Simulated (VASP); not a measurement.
Wanted: the native input for a VASP 6.6.1 run.

```yaml
Task: single point
Functional: r2SCAN
Potentials_or_basis: VASP PAW PBE potentials, release 64 (Si, Sn_d)
Cutoff: 520 eV
k_mesh: 6 × 6 × 4
Occupations: fermi-dirac, width 0.02 eV
Spin: no spin polarisation
Dipole_correction: no
Further_INCAR_settings: ALGO = Normal; EDIFF = 1e-06; NBANDS = 21
```

The system is Si3Sn.

```
Si Sn
1.0
     3.98394    0.00000    0.00000
     0.00000    3.98394    0.00000
     0.00000    0.00000    5.67216
Si Sn
3 1
Direct
  0.50000 0.00000 0.77520
  0.50000 0.50000 0.00000
  0.00000 0.50000 0.22480
  0.00000 0.00000 0.50000
```

This cell differs from its parent crystal: strain -1.3%.

These files were run (other wordings do the same):

POSCAR

```
Si3Sn
1.0
    3.9839383124      0.0000000000      0.0000000000
    0.0000000000      3.9839383124      0.0000000000
    0.0000000000      0.0000000000      5.6721638778
Si Sn
3 1
Direct
    0.5000000000      0.0000000000      0.7752034014
    0.5000000000      0.5000000000      0.0000000000
    0.0000000000      0.5000000000      0.2247965986
    0.0000000000      0.0000000000      0.5000000000
```

INCAR.step1

```
SYSTEM = Si3Sn
ALGO     = Normal         ! electronic algorithm
EDIFF    = 1E-4           ! SCF threshold, eV
ENCUT    = 520            ! plane-wave cutoff, eV
GGA      = PE             ! functional
ISMEAR   = -1             ! smearing method
LASPH    = .TRUE.         ! aspherical terms in the spheres
LCHARG   = .FALSE.        ! write CHGCAR
LREAL    = .FALSE.        ! projectors in reciprocal space
LWAVE    = .TRUE.         ! write WAVECAR
NBANDS   = 21             ! bands
NELM     = 80             ! most SCF steps
PREC     = Accurate       ! precision mode
SIGMA    = 0.02           ! smearing width, eV
```

INCAR.step2

```
SYSTEM = Si3Sn
ALGO     = Normal         ! electronic algorithm
EDIFF    = 1E-6           ! SCF threshold, eV
ENCUT    = 520            ! plane-wave cutoff, eV
ISIF     = 2              ! what is computed and relaxed
ISMEAR   = -1             ! smearing method
ISTART   = 1            
LASPH    = .TRUE.         ! aspherical terms in the spheres
LCHARG   = .TRUE.         ! write CHGCAR
LELF     = .TRUE.         ! ELF
LMIXTAU  = .TRUE.       
LREAL    = .FALSE.        ! projectors in reciprocal space
LVHAR    = .TRUE.       
LWAVE    = .FALSE.        ! write WAVECAR
METAGGA  = R2SCAN         ! meta-GGA
NBANDS   = 21             ! bands
NELM     = 80             ! most SCF steps
PREC     = Accurate       ! precision mode
SIGMA    = 0.02           ! smearing width, eV
```

KPOINTS

```
k-points
0
G
  6 6 4
  0 0 0
```

Potentials or basis: VASP PAW PBE potentials, release 64 (Si, Sn_d).

Run with:

```sh
$ cat potpaw_PBE.64/Si/POTCAR potpaw_PBE.64/Sn_d/POTCAR > POTCAR
$ cp INCAR.step1 INCAR
$ mpirun -np 1 vasp_std > vasp.out
$ cp INCAR.step2 INCAR
$ mpirun -np 1 vasp_std > vasp.out
```

It gave:

The pressure is 3.3 GPa. The largest force is 0.005 eV/Å. The band gap on the k mesh is 0.32 eV, indirect (least direct gap 0.64 eV).

Caveat: the cell differs from its parent crystal (strain -1.3%); the PAW data sets were made with another functional, which shifts forces and pressure a little; spin-orbit coupling is left out, which moves the levels of the heavy elements.

It took 70 s on 1 thread of Intel(R) Xeon(R) 6975P-C (Granite Rapids) (shared host), peak memory 0.22 GiB.
